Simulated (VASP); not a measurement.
CaO, 24 atoms in the cell. The typed cell holds 24 atoms: a = 5.806 Å, b = 5.806 Å, c = 8.710 Å, α = 90.00°, β = 90.00°, γ = 90.00°. 

| Quantity | Value |
| --- | --- |
| Program | VASP 6.6.1 |
| Task | single point |
| Functional | PBE |
| Potentials or basis | VASP PAW PBE potentials, release 64 (Ca_sv, O) |
| Cutoff | 520 eV |
| k mesh | 2 × 2 × 2 |
| Occupations | fermi-dirac, width 0.086 eV |
| Spin | no spin polarisation |
| Dipole correction | no |
| Further INCAR settings | LREAL = Auto; ALGO = Normal; EDIFF = 1e-06; NBANDS = 114 |

Potentials or basis: VASP PAW PBE potentials, release 64 (Ca_sv, O).

Run with:

```bash
$ cat potpaw_PBE.64/Ca_sv/POTCAR potpaw_PBE.64/O/POTCAR > POTCAR
$ mpirun -np 1 vasp_std > vasp.out
```

Hardware: 1 thread of Intel Xeon 8259CL, on a shared host.

Problem. Estimate the wall time of this run.

Solution. Wall time 21 min on 1 thread of Intel Xeon 8259CL, with other jobs on the host, peak memory 0.5 GiB. Counts: scf iterations 16, k points 8.
